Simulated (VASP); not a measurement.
Input of a VASP 6.6.1 run:

File POSCAR:

```
Sc
1.0
   -1.7044092857      1.7044092857      2.1593114979
    1.7044092857     -1.7044092857      2.1593114979
    1.7044092857      1.7044092857     -2.1593114979
Sc
1
Direct
    0.0000000000      0.0000000000      0.0000000000
```

Contents of INCAR.step1:

```
PREC = Accurate
ENCUT = 520
ISMEAR = 0
SIGMA = 0.05
LREAL = False
LASPH = True
NELM = 100
NBANDS = 12
GGA = PE
ALGO = Normal
EDIFF = 1E-4
LWAVE = True
LCHARG = False
```

Contents of INCAR.step2:

```
PREC = Accurate
ENCUT = 520
EDIFF = 1E-6
ISMEAR = 0
SIGMA = 0.05
LREAL = False
LASPH = True
NELM = 100
ALGO = Normal
ISIF = 2
LWAVE = False
LCHARG = False
METAGGA = R2SCAN
LMIXTAU = True
NBANDS = 12
ISTART = 1
```

Contents of KPOINTS:

```
Automatic mesh
0
Gamma
  8 8 9
```

Potentials or basis: VASP PAW PBE potentials, release 64 (Sc_sv).

Command:

```bash
$ cat potpaw_PBE.64/Sc_sv/POTCAR > POTCAR
$ cp INCAR.step1 INCAR
$ mpirun -np 1 vasp_std > vasp.out
$ cp INCAR.step2 INCAR
$ mpirun -np 1 vasp_std > vasp.out
```

(1) Predict the pressure.

Answers

(1) 0.0 GPa.

Caveat: the PAW data sets were made with another functional, which shifts forces and pressure a little.
